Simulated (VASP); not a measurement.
**HfB2: single point with PBEsol**

Crystal: HfB2.

```xyz
3
Lattice="3.1189 0.0000 0.0000 -1.5595 2.7011 0.0000 0.0000 0.0000 3.4566" Properties=species:S:1:pos:R:3 pbc="T T T"
Hf    0.0000    0.0000    0.0000
B     0.0000    1.8007    1.7283
B     1.5595    0.9004    1.7283
```

| Quantity | Value |
| --- | --- |
| Program | VASP 6.6.1 |
| Task | single point |
| Functional | PBEsol |
| Potentials or basis | VASP PAW PBE potentials, release 64 (Hf_pv, B) |
| Cutoff | 520 eV |
| k mesh | 13 × 13 × 11 |
| Occupations | fermi-dirac, width 0.05 eV |
| Spin | no spin polarisation |
| Dipole correction | no |
| Further INCAR settings | ALGO = Normal; EDIFF = 1e-06; NBANDS = 15 |

| Quantity | Value |
| --- | --- |
| Pressure | 0.7 GPa |
| Band gap on the k mesh | zero (bands 8 and 9 overlap by 1.04 eV) |

Stress tensor (GPa, compression positive):
```
 1.33  0.00  0.00
 0.00  1.33  0.00
 0.00  0.00 -0.43
```

Levels at points of the mesh, in eV from the Fermi level:
| k point | band 5 | band 6 | band 7 | band 8 | band 9 | band 10 | band 11 | band 12 |
| --- | --- | --- | --- | --- | --- | --- | --- | --- |
| (0.00, 0.00, 0.00) | -3.16 | -3.00 | -3.00 | -2.81 | 4.03 | 4.03 | 4.70 | 4.70 |

Wall time 79 s on 1 thread of Intel Xeon 8259CL (shared host), peak memory 0.19 GiB.

Caveat: the PAW data sets were made with another functional, which shifts forces and pressure a little; spin-orbit coupling is left out, which moves the levels of the heavy elements.
